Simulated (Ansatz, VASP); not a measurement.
One calculation of BN, two programs

Contents of INCAR:

```
PREC = Accurate
ENCUT = 520
EDIFF = 1E-6
ISMEAR = -1
SIGMA = 0.02
LREAL = False
LASPH = True
NELM = 80
ALGO = Normal
ISIF = 2
LWAVE = False
LCHARG = False
GGA = PE
NBANDS = 11
```

Contents of KPOINTS:

```
Automatic mesh
0
Gamma
  11 11 11
```

Contents of POSCAR:

```
BN
1.0
    0.0000000000      1.8224386940      1.8224386940
    1.8224386940      0.0000000000      1.8224386940
    1.8224386940      1.8224386940      0.0000000000
B N
1 1
Direct
    0.0000000000      0.0000000000      0.0000000000
    0.7500000000      0.7500000000      0.7500000000
```

Input for Ansatz:

```yaml
crystal:
  lattice:
    - [0.0, 1.822438694, 1.822438694]
    - [1.822438694, 0.0, 1.822438694]
    - [1.822438694, 1.822438694, 0.0]
  atoms:
    - { symbol: B, position: [0.0, 0.0, 0.0] }
    - { symbol: "N", position: [0.75, 0.75, 0.75] }
kpoints:
  mp_grid: { grid: [11, 11, 11] }
scf:
  occupations: { method: fermi_dirac, width: 0.02 }
hamiltonian:
  xc: pbe
  pseudopotentials: { kind: all_electron, lapw: { basis_error: 0.0005 } }
output:
  forces: true
  stress: true
  eigenvalues: true
```

Change from the starting cell: volume scaled by 1.025.

Alike in both runs: task single point; functional PBE; k mesh 11 × 11 × 11; occupations fermi-dirac, width 0.02 eV; no spin polarisation.

```csv
,VASP,Ansatz
version,VASP 6.6.1,Ansatz 0.2.0
potentials or method,"VASP PAW PBE potentials, release 64 (B, N), cutoff 520 eV","all-electron LAPW, scalar-relativistic"
```

```csv
,VASP,Ansatz,Ansatz less VASP
gap on the k mesh at the Fermi level (eV),4.53,4.54,+0.008
pressure (GPa),-5.8,-6.0,-0.21
```

Ansatz ran all-electron here, and VASP with PAW potentials.
